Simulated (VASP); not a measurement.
# H16SO10 in VASP: a series of runs, part 2 of 4

VASP 6.6.1. The steps go on from the part before.

### Step 3. Single point, PBE+D3(BJ)

The input, INCAR:

```
PREC = Accurate
ENCUT = 520
EDIFF = 1E-6
ISMEAR = -1
SIGMA = 0.05
LREAL = Auto
LASPH = T
NELM = 100
ALGO = Normal
ISIF = 2
LWAVE = F
LCHARG = F
GGA = PE
IVDW = 12
NBANDS = 60
```

The input, KPOINTS:

```
Automatic mesh
0
Gamma
  1 1 1
```

The input, POSCAR:

```
H16SO10
1.0
    6.3096690000      0.0000000000      0.0000000000
    0.0000000000      6.3096690000      0.0000000000
    0.0000000000      0.0000000000      6.3096690000
O H S
10 16 1
Direct
    0.6580535366      0.0638068336      0.5898090692
   -0.0574990542      0.0171165873      0.1608166768
    0.1769823425      0.3692428240      0.1818637396
    0.6037083720      0.3259283490     -0.0876749636
    0.4624965272      1.0074696470      0.1168682541
    0.9091602111      0.4936550554      0.6551373773
    0.0796872229      0.1015267203      0.5526280380
    0.2961645056      0.6426961541      0.8623748726
    0.7207509617      0.5652118994      0.2533730375
    0.4081513626      0.6766282035      0.4382797259
    0.6070524460      0.1381371986      0.7141103598
    0.8053354304      0.0348037274      0.6209200514
   -0.0285117967      0.1499761715      0.0802736245
   -0.0027418237     -0.0983252846      0.0864546143
    0.1808652720      0.4701038993      0.0551059018
    0.2427702626      0.4661575750      0.2782713325
    0.4382321798      0.3696548900     -0.0839346723
    0.6559298118      0.4013047277      0.0359923793
    0.3720163451      1.1408205407      0.1599291500
    0.5880974105      1.0723066456      0.0733160487
    0.8888897342      0.4517828114      0.5128161240
    0.8205977207      0.4083573956      0.7428440383
    0.0526018084      0.2528024846      0.5421995987
    0.0329018844      0.0828094152      0.4067566777
    0.2611071991      0.6563577265      0.7024932687
    0.3517300194      0.7777904039      0.9204603284
    0.6266097318      0.7447617300      0.3773098082
```

Potentials or basis: VASP PAW PBE potentials, release 64 (O, H, S).

Launch:

```
> cat potpaw_PBE.64/O/POTCAR potpaw_PBE.64/H/POTCAR potpaw_PBE.64/S/POTCAR > POTCAR
> mpirun -np 1 vasp_gam > vasp.out
```

OUTCAR:

```text
PREC = Accurate
   ENCUT = 520
   EDIFF = 1E-6
   ISMEAR = -1
   LREAL = Auto
   LASPH = T
   NELM = 100
   ISIF = 2
   GGA = PE
   IVDW = 12
 IVDW          = 12

 ion  position               nearest neighbor table
   1  0.658  0.064  0.590-  12 0.97  11 0.97
   2  0.943  0.017  0.161-  14 0.93  13 1.00
   3  0.177  0.369  0.182-  16 0.96  15 1.02
   4  0.604  0.326  0.912-  18 0.97  17 1.08
   5  0.462  0.007  0.117-  20 0.93  19 1.05
   6  0.909  0.494  0.655-  21 0.94  22 0.95
   7  0.080  0.102  0.553-  23 0.97  24 0.97
   8  0.296  0.643  0.862-  26 0.99  25 1.04
   9  0.721  0.565  0.253-  27 1.50
  10  0.408  0.677  0.438-  27 1.49
  11  0.607  0.138  0.714-   1 0.97
  12  0.805  0.035  0.621-   1 0.97
  13  0.971  0.150  0.080-   2 1.00
  14  0.997  0.902  0.086-   2 0.93
[... 10 lines left out ...]
  25  0.261  0.656  0.702-   8 1.04
  26  0.352  0.778  0.920-   8 0.99
  27  0.627  0.745  0.377-  10 1.49   9 1.50

  LATTYP: Found a simple cubic cell.
 ALAT       =     6.3096690000

  Lattice vectors:

 A1 = (   6.3096690000,   0.0000000000,   0.0000000000)
 A2 = (   0.0000000000,   6.3096690000,   0.0000000000)
 A3 = (   0.0000000000,   0.0000000000,   6.3096690000)

Analysis of symmetry for initial positions (statically):
=====================================================================
 Subroutine PRICEL returns:
 Original cell was already a primitive cell.

 Routine SETGRP: Setting up the symmetry group for a
 simple cubic supercell.

 Subroutine GETGRP returns: Found  1 space group operations
 (whereof  1 operations were pure point group operations)
 out of a pool of 48 trial point group operations.

The static configuration has the point symmetry C_1 .

Analysis of symmetry for dynamics (positions and initial velocities):
=====================================================================
 Subroutine PRICEL returns:
 Original cell was already a primitive cell.

 Routine SETGRP: Setting up the symmetry group for a
 simple cubic supercell.

 Subroutine GETGRP returns: Found  1 space group operations
 (whereof  1 operations were pure point group operations)
 out of a pool of 48 trial point group operations.

The dynamic configuration has the point symmetry C_1 .

 Subroutine INISYM returns: Found  1 space group operations
 (whereof  1 operations are pure point group operations),
 and found     1 'primitive' translations

----------------------------------------------------------------------------------------

                                     Primitive cell

  volume of cell :     251.2001

  direct lattice vectors                    reciprocal lattice vectors
     6.309669000  0.000000000  0.000000000     0.158486919  0.000000000  0.000000000
     0.000000000  6.309669000  0.000000000     0.000000000  0.158486919  0.000000000
     0.000000000  0.000000000  6.309669000     0.000000000  0.000000000  0.158486919

  length of vectors
     6.309669000  6.309669000  6.309669000     0.158486919  0.158486919  0.158486919

  position of ions in fractional coordinates (direct lattice)
     0.658053537  0.063806834  0.589809069
     0.942500946  0.017116587  0.160816677
     0.176982342  0.369242824  0.181863740
     0.603708372  0.325928349  0.912325036
     0.462496527  0.007469647  0.116868254
     0.909160211  0.493655055  0.655137377
[... 19 lines left out ...]
     0.351730019  0.777790404  0.920460328
     0.626609732  0.744761730  0.377309808

  ion indices of the primitive-cell ions
   primitive index   ion index
                 1           1
                 2           2
                 3           3
                 4           4
                 5           5
                 6           6
[... 19 lines left out ...]
                26          26
                27          27

----------------------------------------------------------------------------------------

 KPOINTS: Automatic mesh

Automatic generation of k-mesh.
 Grid dimensions read from file:
 generate k-points for:    1    1    1

 Generating k-lattice:

  Cartesian coordinates                     Fractional coordinates (reciprocal lattice)
     0.158486919  0.000000000  0.000000000     1.000000000  0.000000000  0.000000000
     0.000000000  0.158486919  0.000000000     0.000000000  1.000000000  0.000000000
     0.000000000  0.000000000  0.158486919     0.000000000  0.000000000  1.000000000

  Length of vectors
     0.158486919  0.158486919  0.158486919

  Shift w.r.t. Gamma in fractional coordinates (k-lattice)
     0.000000000  0.000000000  0.000000000

 Subroutine IBZKPT returns following result:
 ===========================================

 Found      1 irreducible k-points:

 Following reciprocal coordinates:
            Coordinates               Weight
  0.000000  0.000000  0.000000      1.000000
   k-points           NKPTS =      1   k-points in BZ     NKDIM =      1   number of bands    NBANDS=     60
   number of dos      NEDOS =    301   number of ions     NIONS =     27
   total plane-waves  NPLWV = 110592
   dimension x,y,z NGX =    48 NGY =   48 NGZ =   48
   dimension x,y,z NGXF=    96 NGYF=   96 NGZF=   96
   ions per type =              10  16   1
   NGX,Y,Z   is equivalent  to a cutoff of  12.65, 12.65, 12.65 a.u.
   NGXF,Y,Z  is equivalent  to a cutoff of  25.29, 25.29, 25.29 a.u.
 SYSTEM =  unknown system
   PREC   = accura    normal or accurate (medium, high low for compatibility)
   ISTART =      0    job   : 0-new  1-cont  2-samecut
   ICHARG =      2    charge: 1-file 2-atom 10-const
   ISPIN  =      1    spin polarized calculation?
   LNONCOLLINEAR =      F non collinear calculations
   LSORBIT =      F    spin-orbit coupling
   LASPH  =      T    aspherical Exc in radial PAW
   ENCUT  =  520.0 eV  38.22 Ry    6.18 a.u.  11.73 11.73 11.73*2*pi/ulx,y,z
   NELM   =    100;   NELMIN=  2; NELMDL= -5     # of ELM steps
   EDIFF  = 0.1E-05   stopping-criterion for ELM
   LREAL  =      T    real-space projection
   EDIFFG = 0.1E-04   stopping-criterion for IOM
   NSW    =      0    number of steps for IOM
   IBRION =     -1    ionic relax: 0-MD 1-quasi-New 2-CG
   NFREE  =      0    steps in history (QN), initial steepest desc. (CG)
   ISIF   =      2    stress and relaxation
   ISYM   =      2    0-nonsym 1-usesym 2-fastsym
   POTIM  = 0.5000    time-step for ionic-motion
   TEBEG  =    0.0;   TEEND  =   0.0 temperature during run
   PSTRESS=    0.0 pullay stress
   NELECT =      82.0000    total number of electrons
   NUPDOWN=      -1.0000    fix difference up-down
   EMIN   =  10.00;   EMAX   =-10.00  energy-range for DOS
   EFERMI =   0.00;   METHOD = LEGACY
   ISMEAR =    -1;   SIGMA  =   0.05  broadening in eV -4-tet -1-fermi 0-gaus
   EFERMI_NEDOS =   21; number of points for ismear=-14 and -15
   IALGO  =     38    algorithm
   IMIX   =      4    mixing-type and parameters
     AMIX     =   0.40;   BMIX     =  1.00
     AMIX_MAG =   1.60;   BMIX_MAG =  1.00
  volume/ion in A,a.u.               =       9.30        62.78
  Fermi-wavevector in a.u.,A,eV,Ry     =   1.127214  2.130125 17.287704  1.270610
  Thomas-Fermi vector in A             =   2.263899
   LORBIT       =      0    0 simple, 1 ext, 2 COOP (PROOUT), +10 PAW based schemes
   GGA     = PE    functional components
   LHFCALC =     F    Hartree Fock is set to
   AEXX    =    0.0000 exact exchange contribution
   IVDW    =    12    specifies the selected vdW correction
   LEPSILON=     F    determine dielectric tensor
   LRPA    =     F    only Hartree local field effects (RPA)
 non-spin polarized calculation
  energy-cutoff  :      520.00
  volume of cell :      251.20
 maximum number of plane-waves:      3382
 NGX is ok and might be reduce to    48
   NGX = 23   NGY = 23   NGZ = 23

 number of electron      82.0000003 magnetization

 Free energy of the ion-electron system (eV)
  ---------------------------------------------------
  ext. energy  EPLUGINS =         0.00000000
  ---------------------------------------------------
  free energy    TOTEN  =      -131.71430334 eV

  energy without entropy =     -131.71430334  energy(sigma->0) =     -131.71430334

 E-fermi :  -0.7746     XC(G=0):  -7.6854

 val. band max:       -2.0030523987   @ k =   0.0000   0.0000   0.0000
 cond. band min:       0.4427829120   @ k =   0.0000   0.0000   0.0000
 fundamental gap:      2.4458353107
 Fermi energy:        -0.7745956478

 k-point     1 :       0.0000    0.0000    0.0000
  band No.  band energies     occupation
      1     -23.4110      2.00000
      2     -21.7660      2.00000
      3     -21.4709      2.00000
      4     -21.3611      2.00000
      5     -21.2197      2.00000
      6     -20.8411      2.00000
[... 45 lines left out ...]
     52       7.6461      0.00000
     53       7.8938      0.00000
 [bands above 53 left out]

------------------------ aborting loop because EDIFF is reached ----------------------------------------

 Edisp (eV)   -1.31223

 E8    (eV) :    -0.2958

  FORCE on cell =-STRESS in cart. coord.  units (eV):
  Direction    XX          YY          ZZ          XY          YZ          ZX
  --------------------------------------------------------------------------------------
  -------------------------------------------------------------------------------------
  Total       2.36256     2.05812     5.10719     2.81428     3.08894    -1.63605
  in kB      15.06866    13.12688    32.57410    17.94976    19.70155   -10.43488
  external pressure =       20.26 kB  Pullay stress =        0.00 kB

 VOLUME and BASIS-vectors are now :
 -----------------------------------------------------------------------------
  energy-cutoff  :      520.00
  volume of cell :      251.20
      direct lattice vectors                 reciprocal lattice vectors
     6.309669000  0.000000000  0.000000000     0.158486919  0.000000000  0.000000000
     0.000000000  6.309669000  0.000000000     0.000000000  0.158486919  0.000000000
     0.000000000  0.000000000  6.309669000     0.000000000  0.000000000  0.158486919

 POSITION                                       TOTAL-FORCE (eV/Angst)
 -----------------------------------------------------------------------------------
      4.15210      0.40260      3.72150        -0.870842     -0.167373     -0.207219
      5.94687      0.10800      1.01470        -1.254242      2.227859      0.395211
      1.11670      2.32980      1.14750        -0.127391      0.485496     -1.962894
      3.80920      2.05650      5.75647        -2.911417      0.522189     -0.272348
      2.91820      0.04713      0.73740        -3.310644      0.064442      1.356000
      5.73650      3.11480      4.13370         1.617754      1.651508      0.553546
[... 19 lines left out ...]
      2.21930      4.90760      5.80780        -0.043559     -0.215274     -0.463603
      3.95370      4.69920      2.38070        -1.679212     -2.178957     -0.578035
 -----------------------------------------------------------------------------------
    total drift:                               -0.002176      0.017423      0.002475

  FREE ENERGIE OF THE ION-ELECTRON SYSTEM (eV)
  ---------------------------------------------------
  free  energy   TOTEN  =      -133.0265342626 eV

  energy  without entropy=     -133.0265342625  energy(sigma->0) =     -133.02653426
```

Wall time 26 s (1 thread of Intel Xeon Platinum 8488C (Sapphire Rapids), shared host); peak memory 0.3 GiB.

Results:

```
Free energy                : -133.0265 eV
Pressure                   : 2.0 GPa
Largest force              : 3.578 eV/Å
Band gap on the k mesh     : 2.45 eV
Dispersion energy per atom : -0.049 eV
```

Forces in eV/Å, atoms in the order of the input:
```
O   -0.871 -0.167 -0.207
O   -1.254  2.228  0.395
O   -0.127  0.485 -1.963
O   -2.911  0.522 -0.272
O   -3.311  0.064  1.356
O    1.618  1.652  0.554
O    0.231  0.355  0.003
O   -0.732  0.184 -1.254
O    0.135  1.024 -0.071
O    0.987  0.772 -0.026
H   -0.232  0.246  0.374
H    0.945  0.072 -0.013
H    0.128 -1.013  0.576
H    0.921 -1.626 -1.332
H   -0.196 -0.666  0.297
H    0.738  0.569  1.460
H    3.194 -0.244 -0.439
H    0.272  0.617  0.815
H    0.818 -1.890 -0.276
H    2.026  0.877 -0.848
H   -0.746 -0.242 -1.390
H   -1.213 -0.634  0.525
H    0.535  0.440  1.318
H    0.165 -1.429 -0.837
H    0.603  0.199  2.296
H   -0.044 -0.215 -0.464
S   -1.679 -2.179 -0.578
```

Caveat: the k points lie up to 1.00 Å⁻¹ apart.

(Part 2 of 4 ends here.)
